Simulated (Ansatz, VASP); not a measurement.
ZnS, level by level in two programs

```
Zn S
1.0
     3.77104    0.00000    0.00000
    -1.88552    3.26581    0.00000
     0.00000    0.00000   12.35079
Zn S
4 4
Cartesian
  1.8855 1.0886 9.2631
  0.0000 2.1772 3.0877
  0.0000 0.0000 6.1754
  0.0000 0.0000 0.0000
  1.8855 1.0886 11.5789
  0.0000 2.1772 5.4035
  0.0000 0.0000 8.4912
  0.0000 0.0000 2.3158
```

Single points on this cell with VASP 6.6.1 and Ansatz 0.2.0. Each row is one pair of runs. Alike in all rows: spin: off; k mesh: 8 × 8 × 3; smearing: fermi-dirac, width 0.05 eV; VASP's potentials, cutoff: VASP PAW PBE potentials, release 64 (Zn, S), 520 eV.

| level | Ansatz's potentials, cutoff | gap on the k mesh at the Fermi level (eV), VASP | gap on the k mesh at the Fermi level (eV), Ansatz | least direct gap on the mesh (eV), VASP | least direct gap on the mesh (eV), Ansatz | pressure (GPa), VASP | pressure (GPa), Ansatz |
| --- | --- | --- | --- | --- | --- | --- | --- |
| r2SCAN | Ansatz PAW, 500 eV | 2.89 | 2.88 | 2.89 | 2.88 | 2.4 | 2.4 |
| SVWN5 | Ansatz PAW, 420 eV | 2.07 | 2.06 | 2.07 | 2.06 | -1.7 | -2.0 |
| PBE | PseudoDojo standard (PBE files), 1143 eV | 2.32 | 2.31 | 2.32 | 2.31 | 4.9 | 4.7 |

Gap on the k mesh at the fermi level (eV): the two programs differ by at most 0.013; least direct gap on the mesh (eV): the two programs differ by at most 0.013; pressure (GPa): the two programs differ by at most 0.27.

VASP's potentials hold 72 valence electrons a cell and Ansatz's 104 in some rows, so a difference there can come from the potentials and not from the codes.

Noted on Ansatz's runs: odd divisions of the mesh miss points on the zone boundary, where band edges often lie, so the gap on the mesh can be too wide.
